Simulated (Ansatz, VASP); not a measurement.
**One calculation of Ir, two programs**

Contents of INCAR:

```
PREC = Accurate
ENCUT = 520
EDIFF = 1E-7
ISMEAR = 0
SIGMA = 0.05
LREAL = False
LASPH = True
NELM = 80
ALGO = Normal
ISIF = 2
LWAVE = False
LCHARG = True
GGA = PE
LELF = True
LVHAR = True
NBANDS = 10
```

Contents of KPOINTS:

```
Automatic mesh
0
Gamma
  18 18 18
```

Contents of POSCAR:

```
Ir
1.0
    0.0000000000      1.9353690409      1.9353690409
    1.9353690409      0.0000000000      1.9353690409
    1.9353690409      1.9353690409      0.0000000000
Ir
1
Direct
    0.0000000000      0.0000000000      0.0000000000
```

Input for Ansatz:

```yaml
crystal:
  lattice:
    - [0.0, 1.9353690409, 1.9353690409]
    - [1.9353690409, 0.0, 1.9353690409]
    - [1.9353690409, 1.9353690409, 0.0]
  atoms:
    - { symbol: Ir, position: [0.0, 0.0, 0.0] }
basis:
  ecutwfc: 420
  ecutrho_ratio: 4
kpoints:
  mp_grid: { grid: [18, 18, 18] }
hamiltonian:
  xc: pbe
scf:
  occupations: { method: gaussian, width: 0.05 }
output:
  forces: true
  stress: true
  eigenvalues: true
```

Alike in both runs: task single point; functional PBE; k mesh 18 × 18 × 18; occupations gaussian, width 0.05 eV; no spin polarisation.

```csv
,VASP,Ansatz
version,VASP 6.6.1,Ansatz 0.2.0
potentials or method,"VASP PAW PBE potentials, release 64 (Ir), cutoff 520 eV","scalar-relativistic, plane waves, PAW"
valence electrons in the cell,9,17
```

```csv
,VASP,Ansatz,Ansatz less VASP
pressure (GPa),0.4,-0.1,-0.50
```

VASP's potentials hold 9 valence electrons a cell and Ansatz's 17, so a difference there can come from the potentials and not from the codes.

Neither program's run includes spin-orbit coupling.
